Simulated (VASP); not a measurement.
# Tl (Fd-3m) in VASP: notebook, part 2 of 2

VASP 6.6.1.

**4. Relaxation of cell and atoms, PBEsol, target pressure 67 GPa, at which the enthalpy is minimised**

This run uses another cell than the first one, of 19.14 Å³/atom.

File INCAR:

```
  PREC = Accurate
  ENCUT = 600
  EDIFF = 1E-6
  ISMEAR = -1
  SIGMA = 0.08
  LREAL = F
  LASPH = T
  NELM = 60
  ALGO = Normal
  ISIF = 3
  LWAVE = F
  LCHARG = F
  GGA = PS
  IBRION = 2
  NSW = 60
  EDIFFG = -0.005
  PSTRESS = 670.0
```

File KPOINTS:

```
regular mesh
0
Gamma
  12 12 12
```

File POSCAR:

```
Tl
1.0
    0.0000000000      2.6747115211      2.6747115211
    2.6747115211      0.0000000000      2.6747115211
    2.6747115211      2.6747115211      0.0000000000
Tl
2
Direct
   -0.1250000000     -0.1250000000     -0.1250000000
    0.1250000000      0.1250000000      0.1250000000
```

Potentials or basis: VASP PAW PBE potentials, release 64 (Tl_d).

Launch:

```bash
$ cat potpaw_PBE.64/Tl_d/POTCAR > POTCAR
$ mpirun -np 1 vasp_std > vasp.out
```

OUTCAR:

```text
PREC = Accurate
   ENCUT = 600
   EDIFF = 1E-6
   ISMEAR = -1
   LREAL = F
   LASPH = T
   NELM = 60
   ISIF = 3
   GGA = PS
   IBRION = 2
   NSW = 60
   EDIFFG = -0.005
   PSTRESS = 670.0

 ion  position               nearest neighbor table
   1  0.875  0.875  0.875-   2 2.32   2 2.32   2 2.32   2 2.32
   2  0.125  0.125  0.125-   1 2.32   1 2.32   1 2.32   1 2.32

  LATTYP: Found a face centered cubic cell.
 ALAT       =     5.3494230422

  Lattice vectors:

 A1 = (   0.0000000000,   2.6747115211,   2.6747115211)
 A2 = (   2.6747115211,   0.0000000000,   2.6747115211)
 A3 = (   2.6747115211,   2.6747115211,   0.0000000000)

Analysis of symmetry for initial positions (statically):
=====================================================================
 Subroutine PRICEL returns:
 Original cell was already a primitive cell.

 Routine SETGRP: Setting up the symmetry group for a
 face centered cubic supercell.

 Subroutine GETGRP returns: Found 48 space group operations
 (whereof 12 operations were pure point group operations)
 out of a pool of 48 trial point group operations.

The static configuration has the point symmetry D_3d.
 The point group associated with its full space group is O_h .

Analysis of symmetry for dynamics (positions and initial velocities):
=====================================================================
 Subroutine PRICEL returns:
 Original cell was already a primitive cell.

 Routine SETGRP: Setting up the symmetry group for a
 face centered cubic supercell.

 Subroutine GETGRP returns: Found 48 space group operations
 (whereof 12 operations were pure point group operations)
 out of a pool of 48 trial point group operations.

The dynamic configuration has the point symmetry D_3d.
 The point group associated with its full space group is O_h .

 Subroutine INISYM returns: Found 48 space group operations
 (whereof 12 operations are pure point group operations),
 and found     1 'primitive' translations

----------------------------------------------------------------------------------------

                                     Primitive cell

  volume of cell :      38.2702

  direct lattice vectors                    reciprocal lattice vectors
     0.000000000  2.674711521  2.674711521    -0.186936048  0.186936048  0.186936048
     2.674711521  0.000000000  2.674711521     0.186936048 -0.186936048  0.186936048
     2.674711521  2.674711521  0.000000000     0.186936048  0.186936048 -0.186936048

  length of vectors
     3.782613309  3.782613309  3.782613309     0.323782732  0.323782732  0.323782732

  position of ions in fractional coordinates (direct lattice)
     0.875000000  0.875000000  0.875000000
     0.125000000  0.125000000  0.125000000

  ion indices of the primitive-cell ions
   primitive index   ion index
                 1           1
                 2           2

----------------------------------------------------------------------------------------

 KPOINTS: regular mesh

Automatic generation of k-mesh.
 Grid dimensions read from file:
 generate k-points for:   12   12   12

 Generating k-lattice:

  Cartesian coordinates                     Fractional coordinates (reciprocal lattice)
    -0.015578004  0.015578004  0.015578004     0.083333333  0.000000000  0.000000000
     0.015578004 -0.015578004  0.015578004     0.000000000  0.083333333  0.000000000
     0.015578004  0.015578004 -0.015578004     0.000000000  0.000000000  0.083333333

  Length of vectors
     0.026981894  0.026981894  0.026981894

  Shift w.r.t. Gamma in fractional coordinates (k-lattice)
     0.000000000  0.000000000  0.000000000

 Subroutine IBZKPT returns following result:
 ===========================================

 Found     72 irreducible k-points:

 Following reciprocal coordinates:
            Coordinates               Weight
  0.000000  0.000000  0.000000      1.000000
  0.083333  0.000000  0.000000      8.000000
  0.166667  0.000000  0.000000      8.000000
  0.250000  0.000000  0.000000      8.000000
  0.333333  0.000000  0.000000      8.000000
  0.416667  0.000000  0.000000      8.000000
[... 16 lines left out ...]
  0.500000  0.166667  0.000000     24.000000
 -0.416667  0.166667  0.000000     24.000000
 [... further k-points ...]
   k-points           NKPTS =     72   k-points in BZ     NKDIM =     72   number of bands    NBANDS=     17
   number of dos      NEDOS =    301   number of ions     NIONS =      2
   total plane-waves  NPLWV =  27000
   dimension x,y,z NGX =    30 NGY =   30 NGZ =   30
   dimension x,y,z NGXF=    60 NGYF=   60 NGZF=   60
   ions per type =               2
   NGX,Y,Z   is equivalent  to a cutoff of  13.19, 13.19, 13.19 a.u.
   NGXF,Y,Z  is equivalent  to a cutoff of  26.37, 26.37, 26.37 a.u.
 SYSTEM =  unknown system
   PREC   = accura    normal or accurate (medium, high low for compatibility)
   ISTART =      0    job   : 0-new  1-cont  2-samecut
   ICHARG =      2    charge: 1-file 2-atom 10-const
   ISPIN  =      1    spin polarized calculation?
   LNONCOLLINEAR =      F non collinear calculations
   LSORBIT =      F    spin-orbit coupling
   LASPH  =      T    aspherical Exc in radial PAW
   ENCUT  =  600.0 eV  44.10 Ry    6.64 a.u.   7.55  7.55  7.55*2*pi/ulx,y,z
   NELM   =     60;   NELMIN=  2; NELMDL= -5     # of ELM steps
   EDIFF  = 0.1E-05   stopping-criterion for ELM
   LREAL  =      F    real-space projection
   EDIFFG = -.5E-02   stopping-criterion for IOM
   NSW    =     60    number of steps for IOM
   IBRION =      2    ionic relax: 0-MD 1-quasi-New 2-CG
   NFREE  =      1    steps in history (QN), initial steepest desc. (CG)
   ISIF   =      3    stress and relaxation
   ISYM   =      2    0-nonsym 1-usesym 2-fastsym
   POTIM  = 0.5000    time-step for ionic-motion
   TEBEG  =    0.0;   TEEND  =   0.0 temperature during run
   PSTRESS=  670.0 pullay stress
   NELECT =      26.0000    total number of electrons
   NUPDOWN=      -1.0000    fix difference up-down
   EMIN   =  10.00;   EMAX   =-10.00  energy-range for DOS
   EFERMI =   0.00;   METHOD = LEGACY
   ISMEAR =    -1;   SIGMA  =   0.08  broadening in eV -4-tet -1-fermi 0-gaus
   EFERMI_NEDOS =   21; number of points for ismear=-14 and -15
   IALGO  =     38    algorithm
   IMIX   =      4    mixing-type and parameters
     AMIX     =   0.40;   BMIX     =  1.00
     AMIX_MAG =   1.60;   BMIX_MAG =  1.00
  volume/ion in A,a.u.               =      19.14       129.13
  Fermi-wavevector in a.u.,A,eV,Ry     =   1.439171  2.719638 28.180557  2.071213
  Thomas-Fermi vector in A             =   2.558056
   LORBIT       =      0    0 simple, 1 ext, 2 COOP (PROOUT), +10 PAW based schemes
   GGA     = PS    functional components
   LHFCALC =     F    Hartree Fock is set to
   AEXX    =    0.0000 exact exchange contribution
   IVDW    =     0    specifies the selected vdW correction
   LEPSILON=     F    determine dielectric tensor
   LRPA    =     F    only Hartree local field effects (RPA)
 conjugate gradient relaxation of ions
 non-spin polarized calculation
  energy-cutoff  :      600.00
  volume of cell :       38.27
 maximum number of plane-waves:      1303
   NGX = 15   NGY = 15   NGZ = 15

--------------------------------------- Ionic step        1  -------------------------------------------

 number of electron      25.9999994 magnetization

 Free energy of the ion-electron system (eV)
  ---------------------------------------------------
  ext. energy  EPLUGINS =         0.00000000
  ---------------------------------------------------
  free energy    TOTEN  =         2.67067857 eV

  energy without entropy =        2.69142279  energy(sigma->0) =        2.68105068

 E-fermi :  11.8434     XC(G=0): -12.2390

 val. band max:       11.8353488950   @ k =   0.3333   0.2500   0.0000
 cond. band min:      11.8527526238   @ k =   0.5000   0.3333   0.1667
 fundamental gap:      0.0174037288
 Fermi energy:        11.8434408971

 k-point     1 :       0.0000    0.0000    0.0000
  band No.  band energies     occupation
      1      -3.4116      2.00000
      2      -3.4116      2.00000
      3      -3.4116      2.00000
      4      -3.3082      2.00000
      5      -3.3082      2.00000
      6      -2.7982      2.00000
[... 9 lines left out ...]
     16      18.1706      0.00000
     17      18.9675      0.00000
[... 1206 lines left out ...]
  FREE ENERGIE OF THE ION-ELECTRON SYSTEM (eV)
  ---------------------------------------------------
  free  energy   TOTEN  =        -0.1973531364 eV

  energy  without entropy=       -0.1785360004  energy(sigma->0) =       -0.18794457

  enthalpy is  TOTEN    =        17.8994792280 eV   P V=       18.0968323644

--------------------------------------- Ionic step        8  -------------------------------------------

 number of electron      25.9999993 magnetization

 Free energy of the ion-electron system (eV)
  ---------------------------------------------------
  ext. energy  EPLUGINS =         0.00000000
  ---------------------------------------------------
  free energy    TOTEN  =        -0.37926825 eV

  energy without entropy =       -0.36033901  energy(sigma->0) =       -0.36980363

 E-fermi :   9.6340     XC(G=0): -11.4939

 val. band max:        9.5086617019   @ k =   0.5000   0.1667   0.0833
 cond. band min:       9.6637118202   @ k =   0.3333   0.2500   0.0000
 fundamental gap:      0.1550501183
 Fermi energy:         9.6340039743

 k-point     1 :       0.0000    0.0000    0.0000
  band No.  band energies     occupation
      1      -4.5645      2.00000
      2      -4.5645      2.00000
      3      -4.5645      2.00000
      4      -4.4230      2.00000
      5      -4.4230      2.00000
      6      -3.5853      2.00000
[... 9 lines left out ...]
     16      15.9297      0.00000
     17      16.1353      0.00000
[... 482 lines left out ...]
 POSITION                                       TOTAL-FORCE (eV/Angst)
 -----------------------------------------------------------------------------------
      4.89243      4.89243      4.89243        -0.000000      0.000000     -0.000000
      0.69892      0.69892      0.69892         0.000000     -0.000000      0.000000
 -----------------------------------------------------------------------------------
    total drift:                               -0.000000      0.000000      0.000000

  FREE ENERGIE OF THE ION-ELECTRON SYSTEM (eV)
  ---------------------------------------------------
  free  energy   TOTEN  =        -0.3792682496 eV

  energy  without entropy=       -0.3603390080  energy(sigma->0) =       -0.36980363

  enthalpy is  TOTEN    =        17.8955494737 eV   P V=       18.2748177233

 reached required accuracy - stopping structural energy minimisation
```

Run time: 2.8 min. Hardware: 1 thread of AMD EPYC 9R45 (Zen 5), shared host; peak memory 0.18 GiB.

What came out:

```yaml
Free_energy: -0.3793 eV
Relaxed_volume: 21.85 Å³/atom
Relaxed_cell: a = 3.954 Å, b = 3.954 Å, c = 3.954 Å, α = 60.00°, β = 60.00°, γ = 60.00°
Space_group_after_relaxing_to_0.1_Å: Fd-3m (No. 227)
Energy_change_on_relaxing_the_run_minimises_the_enthalpy: -1525.0 meV/atom
Ionic_steps: 8
Pressure_after_relaxing: 67.0 GPa
Band_gap_on_the_k_mesh: zero (bands 13 and 14 overlap by 7.68 eV)
```

Step by step:
```
step  energy change (eV)  largest force (eV/Å)  pressure (GPa)  volume (Å³)
   1              0.0000                0.0000          118.17        38.27
   2             -7.0319                0.0000           -0.76        83.09
   3             -3.9708                0.0000           52.14        46.19
   4             -3.1895                0.0000           64.72        44.04
   5             -3.0478                0.0000           67.09        43.70
   6             -3.0950                0.0000           66.26        43.81
   7             -2.8680                0.0000           69.99        43.28
   8             -3.0499                0.0000           67.00        43.70
```

Final structure:
```
CELL_PARAMETERS angstrom
0.00000 2.79567 2.79567
2.79567 0.00000 2.79567
2.79567 2.79567 0.00000
ATOMIC_POSITIONS crystal
Tl 0.87500 0.87500 0.87500
Tl 0.12500 0.12500 0.12500
```

Caveat: the cell is relaxed towards a set pressure, so the run minimises the enthalpy, not the energy; the PAW data sets were made with another functional, which shifts forces and pressure a little; spin-orbit coupling is left out, which moves the levels of the heavy elements.

**5. Relaxation of cell and atoms, PBEsol, target pressure 67 GPa, at which the enthalpy is minimised**

File INCAR:

```
PREC = Accurate ; ENCUT = 600
EDIFF = 1E-6 ; ISMEAR = -1
SIGMA = 0.08 ; LREAL = F
LASPH = T ; NELM = 80
ALGO = Normal ; ISIF = 3
LWAVE = F ; LCHARG = F
GGA = PS ; IBRION = 2
NSW = 32 ; EDIFFG = -0.005
PSTRESS = 670.0
```

KPOINTS is that of step 4.

File POSCAR:

```
Tl
1.0
    0.0000000000      2.7948949353      2.7948949353
    2.7948949353      0.0000000000      2.7948949353
    2.7948949353      2.7948949353      0.0000000000
Tl
2
Direct
   -0.1250000000     -0.1250000000     -0.1250000000
    0.1250000000      0.1250000000      0.1250000000
```

Potentials or basis: VASP PAW PBE potentials, release 64 (Tl_d).

Launch:

```bash
$ cat potpaw_PBE.64/Tl_d/POTCAR > POTCAR
$ mpirun -np 1 vasp_std > vasp.out
```

OUTCAR:

```text
PREC = Accurate
   ENCUT = 600
   EDIFF = 1E-6
   ISMEAR = -1
   LREAL = F
   LASPH = T
   NELM = 80
   ISIF = 3
   GGA = PS
   IBRION = 2
   NSW = 32
   EDIFFG = -0.005
   PSTRESS = 670.0

 ion  position               nearest neighbor table
   1  0.875  0.875  0.875-   2 2.42   2 2.42   2 2.42   2 2.42
   2  0.125  0.125  0.125-   1 2.42   1 2.42   1 2.42   1 2.42

  LATTYP: Found a face centered cubic cell.
 ALAT       =     5.5897898706

  Lattice vectors:

 A1 = (   0.0000000000,   2.7948949353,   2.7948949353)
 A2 = (   2.7948949353,   0.0000000000,   2.7948949353)
 A3 = (   2.7948949353,   2.7948949353,   0.0000000000)

Analysis of symmetry for initial positions (statically):
=====================================================================
[... 294 lines left out ...]
  free energy    TOTEN  =        -0.38837720 eV

  energy without entropy =       -0.36944348  energy(sigma->0) =       -0.37891034

 E-fermi :   9.6286     XC(G=0): -11.4918

 val. band max:        9.5030214050   @ k =   0.5000   0.1667   0.0833
 cond. band min:       9.6584066426   @ k =   0.3333   0.2500   0.0000
 fundamental gap:      0.1553852376
 Fermi energy:         9.6285514774

 k-point     1 :       0.0000    0.0000    0.0000
  band No.  band energies     occupation
      1      -4.5677      2.00000
      2      -4.5677      2.00000
      3      -4.5677      2.00000
      4      -4.4261      2.00000
      5      -4.4261      2.00000
      6      -3.5872      2.00000
[... 457 lines left out ...]
      4      -3.9279      2.00000
      5      -3.7768      2.00000
      6      -3.6337      2.00000
[... 9 lines left out ...]
     16      16.7415      0.00000
     17      18.5737      0.00000

 [... further k-points ...]

------------------------ aborting loop because EDIFF is reached ----------------------------------------

  FORCE on cell =-STRESS in cart. coord.  units (eV):
  Direction    XX          YY          ZZ          XY          YZ          ZX
  --------------------------------------------------------------------------------------
  -------------------------------------------------------------------------------------
  Total       18.2730739     18.2730739     18.2730739     -0.0000000      0.0000000      0.0000000
  in kB      669.6926997    669.6926997    669.6926997     -0.0000000      0.0000000      0.0000000
  external PRESSURE =      -0.3073003 kB  Pullay stress =     670.0000000 kB
[... 21 lines left out ...]
  energy  without entropy=       -0.3694434773  energy(sigma->0) =       -0.37891034

  enthalpy is  TOTEN    =        17.8930816620 eV   P V=       18.2814588570

 reached required accuracy - stopping structural energy minimisation
```

CONTCAR:

```text
Tl
   1.00000000000000
     0.0000000000000000    2.7960110137934397    2.7960110137934397
     2.7960110137934397    0.0000000000000000    2.7960110137934397
     2.7960110137934397    2.7960110137934397   -0.0000000000000000
  Tl
     2
Direct
     0.8750000000000000    0.8750000000000000    0.8750000000000000
     0.1250000000000000    0.1250000000000000    0.1250000000000000

  0.00000000E+00  0.00000000E+00  0.00000000E+00
  0.00000000E+00  0.00000000E+00  0.00000000E+00
```

Wall time 58 s (1 thread of AMD EPYC 9R45 (Zen 5), shared host); peak memory 0.19 GiB.

What came out:

* Free energy: -0.3884 eV
* Relaxed volume: 21.86 Å³/atom
* Relaxed cell: a = 3.954 Å, b = 3.954 Å, c = 3.954 Å, α = 60.00°, β = 60.00°, γ = 60.00°
* Space group after relaxing (to 0.1 Å): Fd-3m (No. 227)
* Energy change on relaxing (the run minimises the enthalpy): -11.0 meV/atom
* Ionic steps: 4
* Pressure after relaxing: 67.0 GPa
* Band gap on the k mesh: zero (bands 13 and 14 overlap by 7.67 eV)

The path:
| step | energy change (eV) | largest force (eV/Å) | pressure (GPa) | volume (Å³) |
| --- | --- | --- | --- | --- |
| 1 | 0.0000 | 0.0000 | 67.31 | 43.66 |
| 2 | -0.1115 | 0.0000 | 65.51 | 43.93 |
| 3 | -0.0195 | 0.0000 | 67.04 | 43.71 |
| 4 | -0.0219 | 0.0000 | 66.97 | 43.72 |

Final structure:
```
CELL_PARAMETERS angstrom
0.00000 2.79601 2.79601
2.79601 0.00000 2.79601
2.79601 2.79601 0.00000
ATOMIC_POSITIONS crystal
Tl 0.87500 0.87500 0.87500
Tl 0.12500 0.12500 0.12500
```

Caveat: the cell is relaxed towards a set pressure, so the run minimises the enthalpy, not the energy; the PAW data sets were made with another functional, which shifts forces and pressure a little; spin-orbit coupling is left out, which moves the levels of the heavy elements.

**6. The runs side by side**

| task | cell | cutoff (eV) | gap on the mesh (eV) | pressure (GPa) |
| --- | --- | --- | --- | --- |
| single point | a = 3.953 Å, angles 60.0°, 2 atoms | 520 | none | 67.2 |
| relaxation of cell and atoms | relaxed to 67 GPa from a = 3.783 Å, angles 60.0°, 2 atoms | 600 | none | 67.0 |
| relaxation of cell and atoms | relaxed to 67 GPa from a = 3.953 Å, angles 60.0°, 2 atoms | 600 | none | 67.0 |

Alike in all rows: level PBEsol; potentials or basis VASP PAW PBE potentials, release 64 (Tl_d); no spin polarisation; k mesh 12 × 12 × 12; smearing fermi-dirac 0.08 eV.

Caveats: the PAW data sets were made with another functional, which shifts forces and pressure a little; spin-orbit coupling is left out, which moves the levels of the heavy elements; the cell is relaxed towards a set pressure, so the run minimises the enthalpy, not the energy (at least some runs); the cell stands under pressure (at least some runs).

Absolute energies hang on the potentials; compare differences alone.
